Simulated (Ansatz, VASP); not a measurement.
## Bi3F in VASP and in Ansatz

INCAR

```
SYSTEM = Bi3F
PREC     = Accurate       ! precision mode
ENCUT    = 600            ! plane-wave cutoff, eV
EDIFF    = 1E-6           ! SCF threshold, eV
ISMEAR   = 0              ! smearing method
SIGMA    = 0.1            ! smearing width, eV
LREAL    = .False.        ! projectors in reciprocal space
LASPH    = .True.         ! aspherical terms in the spheres
NELM     = 120            ! most SCF steps
ALGO     = Normal         ! electronic algorithm
ISIF     = 2              ! what is computed and relaxed
LWAVE    = .False.        ! write WAVECAR
LCHARG   = .False.        ! write CHGCAR
GGA      = PE             ! functional
NBANDS   = 34             ! bands
GGA_COMPAT= .False.
```

KPOINTS

```
regular mesh
0
Gamma
  6 6 6
  0 0 0
```

The input POSCAR:

```
Bi3F
1.0
   -2.2614236290      2.2614236290      5.0514917427
    2.2614236290     -2.2614236290      5.0514917427
    2.2614236290      2.2614236290     -5.0514917427
Bi F
3 1
Direct
    0.5000000000      0.5000000000      0.0000000000
    0.2500000000      0.7500000000      0.5000000000
    0.7500000000      0.2500000000      0.5000000000
    0.0000000000      0.0000000000      0.0000000000
```

Input for Ansatz:

```yaml
crystal:
  lattice:
    - [-2.261423629, 2.261423629, 5.0514917427]
    - [2.261423629, -2.261423629, 5.0514917427]
    - [2.261423629, 2.261423629, -5.0514917427]
  atoms:
    - { symbol: Bi, position: [0.5, 0.5, 0.0] }
    - { symbol: Bi, position: [0.25, 0.75, 0.5] }
    - { symbol: Bi, position: [0.75, 0.25, 0.5] }
    - { symbol: F, position: [0.0, 0.0, 0.0] }
basis:
  ecutwfc: 420
kpoints:
  mp_grid: { grid: [6, 6, 6] }
hamiltonian:
  xc: pbe
scf:
  occupations: { method: gaussian, width: 0.1 }
  lower_state_search: "off"
output:
  forces: true
  stress: true
  eigenvalues: true
```

Alike in both runs: task single point; functional PBE; k mesh 6 × 6 × 6; occupations gaussian, width 0.1 eV; no spin polarisation.

|  | VASP | Ansatz |
| --- | --- | --- |
| version | VASP 6.6.1 | Ansatz 0.2.0 |
| potentials or method | VASP PAW PBE potentials, release 64 (Bi_d, F), cutoff 600 eV | scalar-relativistic, plane waves, PAW |
| valence electrons in the cell | 52 | 52 |

Ansatz gave:

```
gap on the k mesh at the Fermi level (eV)                     : none
pressure (GPa)                                                : 1.0
traceless stress, the component that is largest in VASP (GPa) : -2.49
```

Question: Estimate VASP's values.

Answer: gap on the k mesh at the Fermi level (eV): none; pressure (GPa): 0.9; traceless stress, the component that is largest in VASP (GPa): -2.50.

A gap of «none» marks a metal or a gap that the smearing closes.

Spin-orbit coupling is off throughout.
